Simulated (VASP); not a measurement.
# Mg in VASP: a series of runs, part 2 of 2

VASP 6.6.1. The steps go on from the part before.

## Step 5: Single point, PBE

The input, INCAR:

```
ALGO = Normal
EDIFF = 1E-6
ENCUT = 520
GGA = PE
ISIF = 2
ISMEAR = -1
LASPH = T
LCHARG = T
LELF = T
LREAL = F
LVHAR = T
LWAVE = F
NBANDS = 15
NELM = 80
PREC = Accurate
SIGMA = 0.05
```

The input, KPOINTS:

```
k-points
0
Gamma
  12 12 1
```

The input, POSCAR:

```
Mg
1.0
    3.1998719907      0.0000000000      0.0000000000
   -1.5999359953      2.7711704328      0.0000000000
    0.0000000000      0.0000000000     28.9460000000
Mg
6
Direct
    0.8333333333      0.1666666667      0.2757942072
    0.1666666667      0.8333333333      0.3666220642
    0.8333333333      0.1666666667      0.4555626034
    0.1666666667      0.8333333333      0.5444373989
    0.8333333333      0.1666666667      0.6333779341
    0.1666666667      0.8333333333      0.7242057923
```

Potentials or basis: VASP PAW PBE potentials, release 64 (Mg).

On the command line:

```console
$ cat potpaw_PBE.64/Mg/POTCAR > POTCAR
$ mpirun -np 1 vasp_std > vasp.out
```

OUTCAR:

```text
EDIFF = 1E-6
   ENCUT = 520
   GGA = PE
   ISIF = 2
   ISMEAR = -1
   LASPH = T
   LREAL = F
   NELM = 80
   PREC = Accurate

 ion  position               nearest neighbor table
   1  0.833  0.167  0.276-   2 3.21   2 3.21   2 3.21
   2  0.167  0.833  0.367-   3 3.17   3 3.17   3 3.17   1 3.21   1 3.21   1 3.21
   3  0.833  0.167  0.456-   4 3.17   4 3.17   4 3.17   2 3.17   2 3.17   2 3.17
   4  0.167  0.833  0.544-   3 3.17   3 3.17   3 3.17   5 3.17   5 3.17   5 3.17
   5  0.833  0.167  0.633-   4 3.17   4 3.17   4 3.17   6 3.21   6 3.21   6 3.21
   6  0.167  0.833  0.724-   5 3.21   5 3.21   5 3.21

  LATTYP: Found a hexagonal cell.
 ALAT       =     3.1998719907
 C/A-ratio  =     9.0459868658

  Lattice vectors:

 A1 = (   3.1998719907,   0.0000000000,   0.0000000000)
 A2 = (  -1.5999359953,   2.7711704328,   0.0000000000)
 A3 = (   0.0000000000,   0.0000000000,  28.9460000000)

Analysis of symmetry for initial positions (statically):
=====================================================================
[... 195 lines left out ...]
     11       3.2720      0.00000
     12       4.3542      0.00000
     13       4.4030      0.00000
     14       6.2720      0.00000
[... 311 lines left out ...]
      2      -0.7284      1.99979
      3      -0.7284      1.99979
      4      -0.3789      1.79919
      5      -0.3789      1.79918
      6      -0.3640      1.73884
      7       0.1482      0.00047
      8       0.1482      0.00047
      9       0.2177      0.00012
     10       1.0099      0.00000
     11       1.6415      0.00000
     12       1.6415      0.00000
     13       2.0287      0.00000
     14       2.5648      0.00000
     15       2.5648      0.00000

------------------------ aborting loop because EDIFF is reached ----------------------------------------

  FORCE on cell =-STRESS in cart. coord.  units (eV):
  Direction    XX          YY          ZZ          XY          YZ          ZX
  --------------------------------------------------------------------------------------
  -------------------------------------------------------------------------------------
  Total       -1.0552952     -1.0552952     -0.0675197     -0.0000000      0.0000000      0.0000000
  in kB       -6.5871892     -6.5871892     -0.4214605     -0.0000000      0.0000000      0.0000000
  external PRESSURE =      -4.5319463 kB  Pullay stress =       0.0000000 kB

 VOLUME and BASIS-vectors are now :
 -----------------------------------------------------------------------------
  energy-cutoff  :      520.00
  volume of cell :      256.68
      direct lattice vectors                 reciprocal lattice vectors
     3.199871991  0.000000000  0.000000000     0.312512501  0.180429177  0.000000000
    -1.599935995  2.771170433  0.000000000     0.000000000  0.360858354  0.000000000
     0.000000000  0.000000000 28.946000000     0.000000000  0.000000000  0.034547088

 POSITION                                       TOTAL-FORCE (eV/Angst)
 -----------------------------------------------------------------------------------
      2.39990      0.46186      7.98314         0.000000      0.000000      0.004364
     -0.79997      2.30931     10.61224        -0.000000     -0.000000      0.001252
      2.39990      0.46186     13.18672         0.000000      0.000000     -0.000187
     -0.79997      2.30931     15.75928         0.000000     -0.000000      0.000187
      2.39990      0.46186     18.33376         0.000000     -0.000000     -0.001252
     -0.79997      2.30931     20.96286        -0.000000      0.000000     -0.004364
 -----------------------------------------------------------------------------------
    total drift:                                0.000000     -0.000000      0.000000

  FREE ENERGIE OF THE ION-ELECTRON SYSTEM (eV)
  ---------------------------------------------------
  free  energy   TOTEN  =        -8.4146439328 eV

  energy  without entropy=       -8.3823943284  energy(sigma->0) =       -8.39851913
```

OSZICAR:

```text
N       E                     dE             d eps       ncg     rms          rms(c)
DAV:   1     0.165978739530E+02    0.16598E+02   -0.33336E+03   570   0.537E+02
DAV:   2    -0.767113435105E+01   -0.24269E+02   -0.22426E+02   773   0.691E+01
DAV:   3    -0.860290286796E+01   -0.93177E+00   -0.91609E+00   766   0.132E+01
[... 12 lines left out ...]
DAV:  16    -0.841462573522E+01   -0.94113E-05   -0.40804E-07   554   0.239E-03    0.654E-04
DAV:  17    -0.841463363153E+01   -0.78963E-05   -0.73552E-07   576   0.219E-03    0.347E-04
DAV:  18    -0.841464186097E+01   -0.82294E-05   -0.14676E-07   526   0.104E-03    0.145E-04
DAV:  19    -0.841464319593E+01   -0.13350E-05   -0.24695E-08   516   0.440E-04    0.851E-05
DAV:  20    -0.841464393284E+01   -0.73691E-06   -0.31867E-08   454   0.320E-04
   1 F= -.84146439E+01 E0= -.83985191E+01  d E =-.322496E-01
```

It took 95 s on 1 thread of Oxide Virtual Turin-like, shared host; peak memory 0.31 GiB.

Results:

- Free energy: -8.4146 eV
- Largest force: 0.004 eV/Å
- Band gap on the k mesh: zero (bands 6 and 7 overlap by 1.95 eV)

Forces on the atoms (eV/Å):
```
Mg   0.000  0.000  0.004
Mg   0.000  0.000  0.001
Mg   0.000  0.000  0.000
Mg   0.000  0.000  0.000
Mg   0.000  0.000 -0.001
Mg   0.000  0.000 -0.004
```

Caveat: there is no dipole correction, which matters where the two faces differ.

## Step 6: Relaxation of the atoms, PBE

The input, INCAR:

```
ALGO = Normal
DIPOL = 0.5 0.5 0.500
EDIFF = 1E-6
EDIFFG = -0.01
ENCUT = 520
GGA = PE
IBRION = 2
IDIPOL = 3
ISIF = 2
ISMEAR = -1
LASPH = T
LCHARG = F
LDIPOL = T
LREAL = F
LWAVE = F
NELM = 80
NSW = 60
PREC = Accurate
SIGMA = 0.05
```

KPOINTS is that of step 5.

The input, POSCAR:

```
Mg
1.0
    3.1998719907      0.0000000000      0.0000000000
   -1.5999359953      2.7711704328      0.0000000000
    0.0000000000      0.0000000000     28.9460000000
Mg
6
Direct
    0.8333333330      0.1666666670      0.2763758811
    0.1666666670      0.8333333330      0.3658255286
    0.8333333330      0.1666666670      0.4552751762
    0.1666666670      0.8333333330      0.5447248238
    0.8333333330      0.1666666670      0.6341744714
    0.1666666670      0.8333333330      0.7236241189
```

Potentials or basis: VASP PAW PBE potentials, release 64 (Mg).

On the command line:

```console
$ cat potpaw_PBE.64/Mg/POTCAR > POTCAR
$ mpirun -np 1 vasp_std > vasp.out
```

Wall time 2.9 min (1 thread of Oxide Virtual Turin-like, shared host); peak memory 0.33 GiB.

It converged, with:

```
Free energy               : -8.4147 eV
Energy gained by relaxing : 0.4 meV/atom
Ionic steps               : 7
Band gap on the k mesh    : zero (bands 6 and 7 overlap by 1.95 eV)
```

Forces in eV/Å, atoms in the order of the input:
```
Mg   0.000  0.000  0.003
Mg   0.000  0.000  0.002
Mg   0.000  0.000  0.000
Mg   0.000  0.000  0.000
Mg   0.000  0.000 -0.002
Mg   0.000  0.000 -0.003
```

The path:
| step | energy change (eV) | largest force (eV/Å) | pressure (GPa) |
| --- | --- | --- | --- |
| 1 | 0.0000 | 0.0696 | -0.42 |
| 2 | -0.0006 | 0.0583 | -0.42 |
| 3 | -0.0017 | 0.0247 | -0.44 |
| 4 | -0.0013 | 0.0494 | -0.46 |
| 5 | -0.0020 | 0.0305 | -0.44 |
| 6 | -0.0021 | 0.0196 | -0.45 |
| 7 | -0.0023 | 0.0029 | -0.45 |

Final structure:
```
Mg
1.0
     3.19987    0.00000    0.00000
    -1.59994    2.77117    0.00000
     0.00000    0.00000   28.94600
Mg
6
Direct
  0.83333 0.16667 0.27587
  0.16667 0.83333 0.36664
  0.83333 0.16667 0.45557
  0.16667 0.83333 0.54443
  0.83333 0.16667 0.63336
  0.16667 0.83333 0.72413
```

Levels at points of the mesh, in eV from the Fermi level:
| k point | band 2 | band 3 | band 4 | band 5 | band 6 | band 7 | band 8 | band 9 | band 10 |
| --- | --- | --- | --- | --- | --- | --- | --- | --- | --- |
| (0.00, 0.00, 0.00) | -6.35 | -5.71 | -4.84 | -3.73 | -2.37 | -1.17 | 0.54 | 1.99 | 3.11 |
| (0.50, 0.00, 0.00) | -1.99 | -1.62 | -1.59 | -1.05 | -1.00 | -0.04 | 0.05 | 0.95 | 1.09 |

## Step 7: Overview

| task | cell | dipole correction | gap on the mesh (eV) |
| --- | --- | --- | --- |
| single point | as given, atomic positions A | yes | none |
| single point | as given, atomic positions B | yes | none |
| single point | as given, atomic positions B | no | none |
| relaxation of the atoms | atoms relaxed, atomic positions A | yes | none |

Alike in all rows: level PBE; potentials or basis VASP PAW PBE potentials, release 64 (Mg); no spin polarisation; k mesh 12 × 12 × 1; cutoff (eV) 520; smearing fermi-dirac 0.05 eV.

Caveats: there is no dipole correction, which matters where the two faces differ (at least some runs).

Total energies depend on the potentials used, so only differences within one code and one set of settings carry meaning.
